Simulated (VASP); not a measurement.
Set up this calculation in VASP 6.6.1, as the native input.

- Task: single point
- Functional: LDA
- Potentials or basis: VASP PAW LDA potentials, release 64 (K_sv)
- Cutoff: 520 eV
- k mesh: 9 × 9 × 9
- Occupations: fermi-dirac, width 0.08 eV
- Spin: no spin polarisation
- Dipole correction: no
- Further INCAR settings: ALGO = Normal; EDIFF = 1e-06; NBANDS = 16

The structure of K lies in POSCAR:

```
K
1.0
    0.0000000000      4.1673067406      4.1673067406
    4.1673067406      0.0000000000      4.1673067406
    4.1673067406      4.1673067406      0.0000000000
K
2
Direct
   -0.1250000000     -0.1250000000     -0.1250000000
    0.1250000000      0.1250000000      0.1250000000
```

This isn't the form of K at room conditions, which is bcc.

These files were run (other wordings do the same):

INCAR

```
PREC = Accurate
ENCUT = 520
EDIFF = 1E-6
ISMEAR = -1
SIGMA = 0.08
LREAL = F
LASPH = T
NELM = 60
ALGO = Normal
ISIF = 2
LWAVE = F
LCHARG = F
NBANDS = 16
```

KPOINTS

```
regular mesh
0
Gamma
  9 9 9
```

Potentials or basis: VASP PAW LDA potentials, release 64 (K_sv).

Launch:

```bash
$ cat potpaw_LDA.64/K_sv/POTCAR > POTCAR
$ mpirun -np 1 vasp_std > vasp.out
```

It gave:

```json
{
 "Pressure": "0.7 GPa",
 "Band gap on the k mesh": "zero (bands 9 and 10 overlap by 0.44 eV)"
}
```

It took 2.1 min on 1 thread of Intel Xeon 8259CL, on a shared host, peak memory 0.27 GiB.
